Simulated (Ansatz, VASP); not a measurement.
# One calculation of LiBPt, two programs

```
Li B Pt
1.0
     3.52577    0.00000    0.00000
    -1.76289    3.05341    0.00000
     0.00000    0.00000    3.44217
Li B Pt
1 1 1
Cartesian
  0.0000 0.0000 0.0000
  1.7629 1.0178 1.7211
  0.0000 2.0356 1.7211
```

Change from the starting cell: species swapped into the TbCuSi type (P-6m2, No. 187).

Alike in both runs: task single point; functional PBE; k mesh 6 × 6 × 6; occupations gaussian, width 0.1 eV; no spin polarisation.

|  | VASP | Ansatz |
| --- | --- | --- |
| version | VASP 6.6.1 | Ansatz 0.2.0 |
| potentials or method | VASP PAW PBE potentials, release 64 (Li_sv, B, Pt_sv_GW), cutoff 880 eV | scalar-relativistic, plane waves, PAW |
| valence electrons in the cell | 24 | 24 |

```tsv
	VASP	Ansatz	Ansatz less VASP
gap on the k mesh at the Fermi level (eV)	none	none	-
pressure (GPa)	5.3	5.4	+0.08
traceless stress, the component that is largest in VASP (GPa)	0.37	0.40	+0.034
```

A gap of «none» marks a metal or a gap that the smearing closes.

Neither program's run includes spin-orbit coupling.
